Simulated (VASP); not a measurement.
# InSb (F-43m) in VASP: notebook

InSb is run at these levels: PBEsol; tasks: vibrations by perturbation theory, elastic constants.

Everything below comes from runs of VASP 6.6.1. Logs are shortened: lines on timing, memory, paths and dates and some standing lists are left out, and cuts for length are marked.

### 1 The cell of the first run

The structure is cubic, space group F-43m (No. 216). The conventional cell has a = 6.522 Å, b = 6.522 Å, c = 6.522 Å, α = 90.00°, β = 90.00°, γ = 90.00°. In (site symmetry -43m) has 4 Sb at 2.82 Å within 3.7 Å. Within 3.7 Å of Sb (site symmetry -43m) lie 4 In at 2.82 Å.

### 2 Vibrations by perturbation theory, PBEsol

INCAR

```
SYSTEM = InSb
  PREC = Accurate
  ENCUT = 520
  EDIFF = 1E-8
  ISMEAR = -1
  SIGMA = 0.15
  LREAL = .FALSE.
  LASPH = .TRUE.
  NELM = 60
  ALGO = Normal
  ISIF = 2
  LWAVE = .FALSE.
  LCHARG = .FALSE.
  GGA = PS
  IBRION = 8
  NSW = 1
```

KPOINTS

```
regular mesh
0
G
  8 8 8
  0 0 0
```

POSCAR

```
InSb
1.0
    0.0000000000      3.2611000000      3.2611000000
    3.2611000000      0.0000000000      3.2611000000
    3.2611000000      3.2611000000      0.0000000000
In Sb
1 1
Direct
    0.0000000000      0.0000000000      0.0000000000
    0.2500000000      0.2500000000      0.2500000000
```

Potentials or basis: VASP PAW PBE potentials, release 64 (In_d, Sb).

Launch:

```sh
> cat potpaw_PBE.64/In_d/POTCAR potpaw_PBE.64/Sb/POTCAR > POTCAR
> mpirun -np 1 vasp_std > vasp.out
```

OUTCAR:

```text
SYSTEM = InSb
   PREC = Accurate
   ENCUT = 520
   EDIFF = 1E-8
   ISMEAR = -1
   LREAL = .FALSE.
   LASPH = .TRUE.
   NELM = 60
   ISIF = 2
   GGA = PS
   IBRION = 8
   NSW = 1

 ion  position               nearest neighbor table
   1  0.000  0.000  0.000-   2 2.82   2 2.82   2 2.82   2 2.82
   2  0.250  0.250  0.250-   1 2.82   1 2.82   1 2.82   1 2.82

  LATTYP: Found a face centered cubic cell.
 ALAT       =     6.5222000000

  Lattice vectors:

 A1 = (   0.0000000000,   3.2611000000,   3.2611000000)
 A2 = (   3.2611000000,   0.0000000000,   3.2611000000)
 A3 = (   3.2611000000,   3.2611000000,   0.0000000000)

Analysis of symmetry for initial positions (statically):
=====================================================================
 Subroutine PRICEL returns:
 Original cell was already a primitive cell.

 Routine SETGRP: Setting up the symmetry group for a
 face centered cubic supercell.

 Subroutine GETGRP returns: Found 24 space group operations
 (whereof 24 operations were pure point group operations)
 out of a pool of 48 trial point group operations.

The static configuration has the point symmetry T_d .

Analysis of symmetry for dynamics (positions and initial velocities):
=====================================================================
 Subroutine PRICEL returns:
 Original cell was already a primitive cell.

 Routine SETGRP: Setting up the symmetry group for a
 face centered cubic supercell.

 Subroutine GETGRP returns: Found 24 space group operations
 (whereof 24 operations were pure point group operations)
 out of a pool of 48 trial point group operations.

The dynamic configuration has the point symmetry T_d .

 Subroutine INISYM returns: Found 24 space group operations
 (whereof 24 operations are pure point group operations),
 and found     1 'primitive' translations

----------------------------------------------------------------------------------------

                                     Primitive cell

  volume of cell :      69.3621

  direct lattice vectors                    reciprocal lattice vectors
     0.000000000  3.261100000  3.261100000    -0.153322499  0.153322499  0.153322499
     3.261100000  0.000000000  3.261100000     0.153322499 -0.153322499  0.153322499
     3.261100000  3.261100000  0.000000000     0.153322499  0.153322499 -0.153322499

  length of vectors
     4.611891848  4.611891848  4.611891848     0.265562357  0.265562357  0.265562357

  position of ions in fractional coordinates (direct lattice)
     0.000000000  0.000000000  0.000000000
     0.250000000  0.250000000  0.250000000

  ion indices of the primitive-cell ions
   primitive index   ion index
                 1           1
                 2           2

----------------------------------------------------------------------------------------

 KPOINTS: regular mesh

Automatic generation of k-mesh.
 Grid dimensions read from file:
 generate k-points for:    8    8    8

 Generating k-lattice:

  Cartesian coordinates                     Fractional coordinates (reciprocal lattice)
    -0.019165312  0.019165312  0.019165312     0.125000000  0.000000000  0.000000000
     0.019165312 -0.019165312  0.019165312     0.000000000  0.125000000  0.000000000
     0.019165312  0.019165312 -0.019165312     0.000000000  0.000000000  0.125000000

  Length of vectors
     0.033195295  0.033195295  0.033195295

  Shift w.r.t. Gamma in fractional coordinates (k-lattice)
     0.000000000  0.000000000  0.000000000
[... 77 lines left out ...]
   LHFCALC =     F    Hartree Fock is set to
   AEXX    =    0.0000 exact exchange contribution
   IVDW    =     0    specifies the selected vdW correction
   LEPSILON=     F    determine dielectric tensor
   LRPA    =     F    only Hartree local field effects (RPA)
 non-spin polarized calculation
  energy-cutoff  :      520.00
  volume of cell :       69.36
 maximum number of plane-waves:      1893
 NGX is ok and might be reduce to    36
   NGX = 17   NGY = 17   NGZ = 17

--------------------------------------- Ionic step        1  -------------------------------------------

 number of electron      17.9999995 magnetization

 Free energy of the ion-electron system (eV)
  ---------------------------------------------------
  ext. energy  EPLUGINS =         0.00000000
  ---------------------------------------------------
  free energy    TOTEN  =        -7.69917692 eV

  energy without entropy =       -7.68950840  energy(sigma->0) =       -7.69434266

 E-fermi :   4.9430     XC(G=0):  -8.7843

 val. band max:        4.7535290560   @ k =   0.0000   0.0000   0.0000
 cond. band min:       5.1913536842   @ k =   0.5000   0.0000   0.0000
 fundamental gap:      0.4378246282
 Fermi energy:         4.9429732577

 k-point     1 :       0.0000    0.0000    0.0000
  band No.  band energies     occupation
      1      -9.7434      2.00000
      2      -9.7434      2.00000
      3      -9.7434      2.00000
      4      -9.6623      2.00000
      5      -9.6623      2.00000
      6      -5.8702      2.00000
      7       4.3803      1.95410
      8       4.7535      1.55907
      9       4.7535      1.55907
     10       4.7535      1.55907
     11       7.6875      0.00000
     12       7.6875      0.00000
     13       7.6875      0.00000
[... 354 lines left out ...]
  band No.  band energies     occupation
      1      -9.7978      2.00000
      2      -9.7207      2.00000
      3      -9.7150      2.00000
      4      -9.6661      2.00000
      5      -9.6606      2.00000
      6      -4.2764      2.00000
      7      -0.7859      2.00000
      8       2.1231      2.00000
      9       3.1532      1.99999
     10       6.9292      0.00000
     11       8.1372      0.00000
     12       9.7415      0.00000
     13      10.7959      0.00000

 [... further k-points ...]
[... 5 lines left out ...]
  --------------------------------------------------------------------------------------
  -------------------------------------------------------------------------------------
  Total        0.0009067      0.0009067      0.0009067     -0.0000000      0.0000000      0.0000000
  in kB        0.0209444      0.0209444      0.0209444     -0.0000000      0.0000000      0.0000000
  external PRESSURE =       0.0209444 kB  Pullay stress =       0.0000000 kB

 VOLUME and BASIS-vectors are now :
 -----------------------------------------------------------------------------
  energy-cutoff  :      520.00
  volume of cell :       69.36
      direct lattice vectors                 reciprocal lattice vectors
     0.000000000  3.261100000  3.261100000    -0.153322499  0.153322499  0.153322499
     3.261100000  0.000000000  3.261100000     0.153322499 -0.153322499  0.153322499
     3.261100000  3.261100000  0.000000000     0.153322499  0.153322499 -0.153322499

 POSITION                                       TOTAL-FORCE (eV/Angst)
 -----------------------------------------------------------------------------------
      0.00000      0.00000      0.00000         0.000000      0.000000      0.000000
      1.63055      1.63055      1.63055        -0.000000     -0.000000     -0.000000
 -----------------------------------------------------------------------------------
    total drift:                               -0.000000     -0.000000     -0.000000

  FREE ENERGIE OF THE ION-ELECTRON SYSTEM (eV)
  ---------------------------------------------------
  free  energy   TOTEN  =        -7.6991769162 eV

  energy  without entropy=       -7.6895084023  energy(sigma->0) =       -7.69434266

[... ionic steps 2 to 3 ...]

--------------------------------------- Ionic step        4  -------------------------------------------

------------------------ aborting loop because EDIFF is reached ----------------------------------------

[... ionic steps 5 to 6 ...]

--------------------------------------- Ionic step        7  -------------------------------------------

 Free energy of the ion-electron system (eV)
  ---------------------------------------------------
  ---------------------------------------------------
  free energy    TOTEN  =        -0.02705533 eV

  energy without entropy =       -0.02705533

------------------------ aborting loop because EDIFF is reached ----------------------------------------

 INTERNAL STRAIN TENSOR  FOR ION    2  DIRECTION 1   (eV/Angst):
 -----------------------------------------------------------------------------
     0.00809  0.00000  0.00000
     0.00000 -0.00173 -6.97457
     0.00000 -6.97457 -0.00173

 INTERNAL STRAIN TENSOR FOR ION    2 for displacements in x,y,z  (eV/Angst):
          X           Y           Z          XY          YZ          ZX
  --------------------------------------------------------------------------------
  x     0.00000     0.00000     0.00000     0.00000    -6.97457     0.00000
  y     0.00000    -0.00000     0.00000     0.00000     0.00000    -6.97457
  z     0.00000     0.00000     0.00000    -6.97457     0.00000     0.00000

 SECOND DERIVATIVES (NOT SYMMETRIZED)
 ------------------------------------
               1X          1Y          1Z          2X          2Y          2Z
  1X    -6.425847    0.000000    0.000000    6.425847    0.000000    0.000000
  1Y     0.000000   -6.425847    0.000000    0.000000    6.425847    0.000000
  1Z     0.000000    0.000000   -6.425847    0.000000    0.000000    6.425847
  2X     6.436673    0.000000    0.000000   -6.436673    0.000000    0.000000
  2Y     0.000000    6.436673    0.000000    0.000000   -6.436673    0.000000
  2Z     0.000000    0.000000    6.436673    0.000000    0.000000   -6.436673

 Eigenvectors and eigenvalues of the dynamical matrix
 ----------------------------------------------------

   1 f  =    5.157390 THz    32.404840 2PiTHz  172.032029 cm-1    21.329244 meV
             X         Y         Z           dx          dy          dz
      0.000000  0.000000  0.000000     0.717096   -0.000000   -0.000000
      1.630550  1.630550  1.630550    -0.696975    0.000000    0.000000
[... 21 lines left out ...]
   6 f/i=    0.002170 THz     0.013632 2PiTHz    0.072371 cm-1     0.008973 meV
             X         Y         Z           dx          dy          dz
      0.000000  0.000000  0.000000     0.331622   -0.379731   -0.481254
      1.630550  1.630550  1.630550     0.341195   -0.390693   -0.495147

--------------------------------------------------------------------------------------------------------

 ELASTIC MODULI CONTR FROM IONIC RELAXATION (kBar)
 Direction    XX          YY          ZZ          XY          YZ          ZX
 --------------------------------------------------------------------------------
 XX          -0.0000      0.0000      0.0000     -0.0000      0.0000      0.0000
 YY           0.0000     -0.0000      0.0000     -0.0000     -0.0000     -0.0000
 ZZ           0.0000      0.0000     -0.0000      0.0000     -0.0000      0.0000
 XY          -0.0000     -0.0000      0.0000   -175.6915     -0.0000      0.0000
 YZ           0.0000     -0.0000     -0.0000     -0.0000   -175.6915     -0.0000
 ZX           0.0000     -0.0000      0.0000      0.0000     -0.0000   -175.6915
 --------------------------------------------------------------------------------
```

Wall time 2.3 min (1 thread of Intel Xeon 6975P-C (Granite Rapids), shared host); peak memory 0.38 GiB.

Results:

| Property | Result |
| --- | --- |
| Highest phonon frequency at Γ, LO-TO splitting left out | 172 cm⁻¹ |

Phonon frequencies in cm⁻¹ (negative: imaginary):
```
              q point        frequencies
(0.000, 0.000, 0.000)  0 0 0 172 172 172
```

Caveat: the PAW data sets were made with another functional, which shifts forces and pressure a little; spin-orbit coupling is left out, which moves the levels of the heavy elements.

(Continued in part 2 of 2.)
